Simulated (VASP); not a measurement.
# Li (Fm-3m) in VASP: single point with PBEsol

Aim: the single point of Li with PBEsol.

All numbers are computed with VASP 6.6.1; they aren't measurements. Logs are shortened: lines on timing, memory, paths and dates and some standing lists are left out, and cuts for length are marked.

## (1) The cell of the first run

The structure is cubic, space group Fm-3m (No. 225). Conventional cell: a = 4.624 Å, b = 4.624 Å, c = 4.624 Å, α = 90.00°, β = 90.00°, γ = 90.00°. Li (site symmetry m-3m) has 12 Li at 3.27 Å within 4.3 Å.

This isn't the form of Li at room conditions, which is bcc.

## (2) Single point, PBEsol (strain +0.050 along x and y, +0.050 along z)

INCAR reads:

```
SYSTEM = Li
PREC = Accurate ; ENCUT = 520
EDIFF = 1E-6 ; ISMEAR = 0
SIGMA = 0.15 ; LREAL = .False.
LASPH = .True. ; NELM = 60
ALGO = Fast ; ISIF = 2
LWAVE = .False. ; LCHARG = .False.
GGA = PS ; NBANDS = 8
```

KPOINTS reads:

```
regular mesh
0
Gamma
  18 18 18
  0 0 0
```

POSCAR reads:

```
Li
1.0
    0.0000000000      2.3121000000      2.3121000000
    2.3121000000      0.0000000000      2.3121000000
    2.3121000000      2.3121000000      0.0000000000
Li
1
Direct
    0.0000000000      0.0000000000      0.0000000000
```

Potentials or basis: VASP PAW PBE potentials, release 64 (Li_sv).

Launch:

```bash
cat potpaw_PBE.64/Li_sv/POTCAR > POTCAR
mpirun -np 1 vasp_std > vasp.out
```

OUTCAR:

```text
SYSTEM = Li
   PREC = Accurate
   ENCUT = 520
   EDIFF = 1E-6
   ISMEAR = 0
   LREAL = .False.
   LASPH = .True.
   NELM = 60
   ISIF = 2
   GGA = PS

 ion  position               nearest neighbor table
   1  0.000  0.000  0.000-

  LATTYP: Found a face centered cubic cell.
 ALAT       =     4.6242000000

  Lattice vectors:

 A1 = (   0.0000000000,   2.3121000000,   2.3121000000)
 A2 = (   2.3121000000,   0.0000000000,   2.3121000000)
 A3 = (   2.3121000000,   2.3121000000,   0.0000000000)

Analysis of symmetry for initial positions (statically):
=====================================================================
 Subroutine PRICEL returns:
 Original cell was already a primitive cell.

 Routine SETGRP: Setting up the symmetry group for a
 face centered cubic supercell.

 Subroutine GETGRP returns: Found 48 space group operations
 (whereof 48 operations were pure point group operations)
 out of a pool of 48 trial point group operations.

The static configuration has the point symmetry O_h .

Analysis of symmetry for dynamics (positions and initial velocities):
=====================================================================
 Subroutine PRICEL returns:
 Original cell was already a primitive cell.

 Routine SETGRP: Setting up the symmetry group for a
 face centered cubic supercell.

 Subroutine GETGRP returns: Found 48 space group operations
 (whereof 48 operations were pure point group operations)
 out of a pool of 48 trial point group operations.

The dynamic configuration has the point symmetry O_h .

 Subroutine INISYM returns: Found 48 space group operations
 (whereof 48 operations are pure point group operations),
 and found     1 'primitive' translations

----------------------------------------------------------------------------------------

                                     Primitive cell

  volume of cell :      24.7201

  direct lattice vectors                    reciprocal lattice vectors
     0.000000000  2.312100000  2.312100000    -0.216253622  0.216253622  0.216253622
     2.312100000  0.000000000  2.312100000     0.216253622 -0.216253622  0.216253622
     2.312100000  2.312100000  0.000000000     0.216253622  0.216253622 -0.216253622

  length of vectors
     3.269803178  3.269803178  3.269803178     0.374562261  0.374562261  0.374562261

  position of ions in fractional coordinates (direct lattice)
     0.000000000  0.000000000  0.000000000

  ion indices of the primitive-cell ions
   primitive index   ion index
                 1           1

----------------------------------------------------------------------------------------

 KPOINTS: regular mesh

Automatic generation of k-mesh.
 Grid dimensions read from file:
 generate k-points for:   18   18   18

 Generating k-lattice:

  Cartesian coordinates                     Fractional coordinates (reciprocal lattice)
    -0.012014090  0.012014090  0.012014090     0.055555556  0.000000000  0.000000000
     0.012014090 -0.012014090  0.012014090     0.000000000  0.055555556  0.000000000
     0.012014090  0.012014090 -0.012014090     0.000000000  0.000000000  0.055555556

  Length of vectors
     0.020809015  0.020809015  0.020809015

  Shift w.r.t. Gamma in fractional coordinates (k-lattice)
     0.000000000  0.000000000  0.000000000

 Subroutine IBZKPT returns following result:
 ===========================================

 Found    195 irreducible k-points:

 Following reciprocal coordinates:
            Coordinates               Weight
  0.000000  0.000000  0.000000      1.000000
  0.055556  0.000000  0.000000      8.000000
  0.111111  0.000000  0.000000      8.000000
  0.166667  0.000000  0.000000      8.000000
  0.222222  0.000000  0.000000      8.000000
  0.277778  0.000000  0.000000      8.000000
[... 16 lines left out ...]
 -0.277778  0.055556  0.000000     24.000000
 -0.222222  0.055556  0.000000     24.000000
 [... further k-points ...]
   k-points           NKPTS =    195   k-points in BZ     NKDIM =    195   number of bands    NBANDS=      8
   number of dos      NEDOS =    301   number of ions     NIONS =      1
   total plane-waves  NPLWV =  13824
   dimension x,y,z NGX =    24 NGY =   24 NGZ =   24
   dimension x,y,z NGXF=    48 NGYF=   48 NGZF=   48
   ions per type =               1
   NGX,Y,Z   is equivalent  to a cutoff of  12.20, 12.20, 12.20 a.u.
   NGXF,Y,Z  is equivalent  to a cutoff of  24.40, 24.40, 24.40 a.u.
 SYSTEM =  Li
   PREC   = accura    normal or accurate (medium, high low for compatibility)
   ISTART =      0    job   : 0-new  1-cont  2-samecut
   ICHARG =      2    charge: 1-file 2-atom 10-const
   ISPIN  =      1    spin polarized calculation?
   LNONCOLLINEAR =      F non collinear calculations
   LSORBIT =      F    spin-orbit coupling
   LASPH  =      T    aspherical Exc in radial PAW
   ENCUT  =  520.0 eV  38.22 Ry    6.18 a.u.   6.08  6.08  6.08*2*pi/ulx,y,z
   NELM   =     60;   NELMIN=  2; NELMDL= -5     # of ELM steps
   EDIFF  = 0.1E-05   stopping-criterion for ELM
   LREAL  =      F    real-space projection
   EDIFFG = 0.1E-04   stopping-criterion for IOM
   NSW    =      0    number of steps for IOM
   IBRION =     -1    ionic relax: 0-MD 1-quasi-New 2-CG
   NFREE  =      0    steps in history (QN), initial steepest desc. (CG)
   ISIF   =      2    stress and relaxation
   ISYM   =      2    0-nonsym 1-usesym 2-fastsym
   POTIM  = 0.5000    time-step for ionic-motion
   TEBEG  =    0.0;   TEEND  =   0.0 temperature during run
   PSTRESS=    0.0 pullay stress
   NELECT =       3.0000    total number of electrons
   NUPDOWN=      -1.0000    fix difference up-down
   EMIN   =  10.00;   EMAX   =-10.00  energy-range for DOS
   EFERMI =   0.00;   METHOD = LEGACY
   ISMEAR =     0;   SIGMA  =   0.15  broadening in eV -4-tet -1-fermi 0-gaus
   EFERMI_NEDOS =   21; number of points for ismear=-14 and -15
   IALGO  =     68    algorithm
   IMIX   =      4    mixing-type and parameters
     AMIX     =   0.40;   BMIX     =  1.00
     AMIX_MAG =   1.60;   BMIX_MAG =  1.00
  volume/ion in A,a.u.               =      24.72       166.82
  Fermi-wavevector in a.u.,A,eV,Ry     =   0.810523  1.531666  8.938312  0.656947
  Thomas-Fermi vector in A             =   1.919714
   LORBIT       =      0    0 simple, 1 ext, 2 COOP (PROOUT), +10 PAW based schemes
   GGA     = PS    functional components
   LHFCALC =     F    Hartree Fock is set to
   AEXX    =    0.0000 exact exchange contribution
   IVDW    =     0    specifies the selected vdW correction
   LEPSILON=     F    determine dielectric tensor
   LRPA    =     F    only Hartree local field effects (RPA)
 non-spin polarized calculation
 RMM-DIIS sequential band-by-band and
 Gauss-broadening in eV      SIGMA  =   0.15
  energy-cutoff  :      520.00
  volume of cell :       24.72
 maximum number of plane-waves:       680
   NGX = 13   NGY = 13   NGZ = 13

 number of electron       2.9999988 magnetization

 Free energy of the ion-electron system (eV)
  ---------------------------------------------------
  ext. energy  EPLUGINS =         0.00000000
  ---------------------------------------------------
  free energy    TOTEN  =        -1.93991460 eV

  energy without entropy =       -1.93466318  energy(sigma->0) =       -1.93728889

 E-fermi :   0.1325     XC(G=0):  -6.5516

 val. band max:        0.1137813312   @ k =   0.5000   0.2222   0.0556
 cond. band min:       0.1494023339   @ k =   0.3889   0.3889   0.0000
 fundamental gap:      0.0356210027
 Fermi energy:         0.1324931155

 k-point     1 :       0.0000    0.0000    0.0000
  band No.  band energies     occupation
      1     -46.1456      2.00000
      2      -3.1671      2.00000
      3      12.6263      0.00000
      4      12.6265      0.00000
      5      12.6265      0.00000
      6      16.1676      0.00000
      7      16.1677      0.00000
      8      16.1677      0.00000

 k-point     2 :       0.0556    0.0000    0.0000
  band No.  band energies     occupation
      1     -46.1454      2.00000
      2      -3.1162      2.00000
      3      12.0945      0.00000
      4      12.5173      0.00000
      5      12.5174      0.00000
      6      15.6212      0.00000
      7      16.3616      0.00000
      8      16.3616      0.00000

 k-point     3 :       0.1111    0.0000    0.0000
  band No.  band energies     occupation
      1     -46.1447      2.00000
      2      -2.9631      2.00000
      3      10.8233      0.00000
      4      12.2568      0.00000
      5      12.2569      0.00000
      6      15.4341      0.00000
      7      16.8286      0.00000
      8      16.8287      0.00000

 k-point     4 :       0.1667    0.0000    0.0000
  band No.  band energies     occupation
      1     -46.1435      2.00000
      2      -2.7081      2.00000
      3       9.3152      0.00000
      4      11.9544      0.00000
      5      11.9545      0.00000
      6      15.5503      0.00000
      7      17.1820      0.00000
      8      17.1820      0.00000

 k-point     5 :       0.2222    0.0000    0.0000
  band No.  band energies     occupation
      1     -46.1421      2.00000
      2      -2.3519      2.00000
      3       7.7996      0.00000
      4      11.6779      0.00000
      5      11.6780      0.00000
      6      15.7593      0.00000
      7      16.8729      0.00000
      8      16.8730      0.00000
[... 177 lines left out ...]
 k-point    22 :      -0.3333    0.0556    0.0000
  band No.  band energies     occupation
      1     -46.1388      2.00000
      2      -1.1047      2.00000
      3       4.6428      0.00000
      4      10.5432      0.00000
      5      11.5483      0.00000
      6      14.6893      0.00000
      7      15.2542      0.00000
      8      17.0125      0.00000

 k-point    23 :      -0.2778    0.0556    0.0000
  band No.  band energies     occupation
      1     -46.1400      2.00000
      2      -1.6782      2.00000
      3       5.9267      0.00000
      4      10.6028      0.00000
      5      11.8246      0.00000
      6      15.1989      0.00000
      7      15.6864      0.00000
      8      16.8522      0.00000

 k-point    24 :      -0.2222    0.0556    0.0000
  band No.  band energies     occupation
      1     -46.1415      2.00000
      2      -2.1651      2.00000
      3       7.3305      0.00000
      4      10.7578      0.00000
      5      12.1082      0.00000
      6      15.5932      0.00000
      7      16.2665      0.00000
      8      16.7194      0.00000

 [... further k-points ...]

------------------------ aborting loop because EDIFF is reached ----------------------------------------

  FORCE on cell =-STRESS in cart. coord.  units (eV):
  Direction    XX          YY          ZZ          XY          YZ          ZX
  --------------------------------------------------------------------------------------
  -------------------------------------------------------------------------------------
  Total       -0.3183526     -0.3183526     -0.3183526     -0.0000000     -0.0000000      0.0000000
  in kB      -20.6333187    -20.6333187    -20.6333187     -0.0000000     -0.0000000      0.0000000
  external PRESSURE =     -20.6333187 kB  Pullay stress =       0.0000000 kB

 VOLUME and BASIS-vectors are now :
 -----------------------------------------------------------------------------
  energy-cutoff  :      520.00
  volume of cell :       24.72
      direct lattice vectors                 reciprocal lattice vectors
     0.000000000  2.312100000  2.312100000    -0.216253622  0.216253622  0.216253622
     2.312100000  0.000000000  2.312100000     0.216253622 -0.216253622  0.216253622
     2.312100000  2.312100000  0.000000000     0.216253622  0.216253622 -0.216253622

 POSITION                                       TOTAL-FORCE (eV/Angst)
 -----------------------------------------------------------------------------------
      0.00000      0.00000      0.00000        -0.000000      0.000000      0.000000
 -----------------------------------------------------------------------------------
    total drift:                                0.000000      0.000000     -0.000000

  FREE ENERGIE OF THE ION-ELECTRON SYSTEM (eV)
  ---------------------------------------------------
  free  energy   TOTEN  =        -1.9399146021 eV

  energy  without entropy=       -1.9346631807  energy(sigma->0) =       -1.93728889
```

Run time: 23 s. Hardware: 1 thread of Intel Xeon 8259CL, shared host; peak memory 0.15 GiB.

What came out:

```
Free energy            : -1.9399 eV
Band gap on the k mesh : zero (an odd number of electrons rules out a gap without spin polarisation)
```

Caveat: the cell differs from its parent crystal (strain +0.050 along x and y, +0.050 along z); the cutoff is under 1.25 times the usual one of these potentials, so pressure, stress and relaxed cells hold a basis-set (Pulay) error; the PAW data sets were made with another functional, which shifts forces and pressure a little.
